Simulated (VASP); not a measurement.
A run of VASP 6.6.1:

The input INCAR:

```
SYSTEM = Be16C
PREC = Accurate
ENCUT = 520
EDIFF = 1E-7
ISMEAR = 0
SIGMA = 0.05
LREAL = Auto
LASPH = .TRUE.
NELM = 80
ALGO = Normal
ISIF = 2
LWAVE = .FALSE.
LCHARG = .FALSE.
GGA = PE
NBANDS = 32
```

File KPOINTS:

```
regular mesh
0
G
  5 6 4
  0 0 0
```

POSCAR

```
Be16C
1.0
   -2.2900000000     -3.9663960000      0.0000000000
    3.4350000000     -1.9831980000      0.0000000000
    0.0000000000      0.0000000000      7.1768600000
Be C
16 1
Direct
    0.7498176304      0.4974182495      0.0066144084
    0.5064244868      0.3388861526      0.2434950201
    0.7497624496      0.5314169800      0.4929374494
    0.5205374620      0.3247003222      0.7584896017
    0.5063260476     -0.0055118547      0.0065031036
    0.2498509887      0.8344658788      0.2435854735
    0.5192462713      0.0094444995      0.4925332349
    0.2498887392      0.8408560982      0.7680223239
    0.2498501604      0.4998637983      0.0062089181
   -0.0066820423      0.3389363892      0.2435035256
    0.2499059935      0.4954171955      0.4801962610
   -0.0211255820      0.3250055743      0.7585817410
   -0.0066051657     -0.0055930232      0.0064928085
    0.7498282777      0.8362170884      0.2441393552
   -0.0198003719      0.0091468508      0.4924413809
    0.7497408528      0.8022680200      0.7581144429
    0.2495355020      0.1701837807      0.6252390513
```

Potentials or basis: VASP PAW PBE potentials, release 64 (Be, C).

Run with:

```bash
$ cat potpaw_PBE.64/Be/POTCAR potpaw_PBE.64/C/POTCAR > POTCAR
$ mpirun -np 1 vasp_std > vasp.out
```

Hardware: 1 thread of Intel(R) Xeon(R) Platinum 8259CL CPU @ 2.50GHz (Skylake/Cascade Lake) (shared host).

Task: How long does it take, and how much memory?

Result: It took 7.2 min on 1 thread of Intel(R) Xeon(R) Platinum 8259CL CPU @ 2.50GHz (Skylake/Cascade Lake) (shared host), peak memory 0.32 GiB. Counts: scf iterations 16, k points 62.
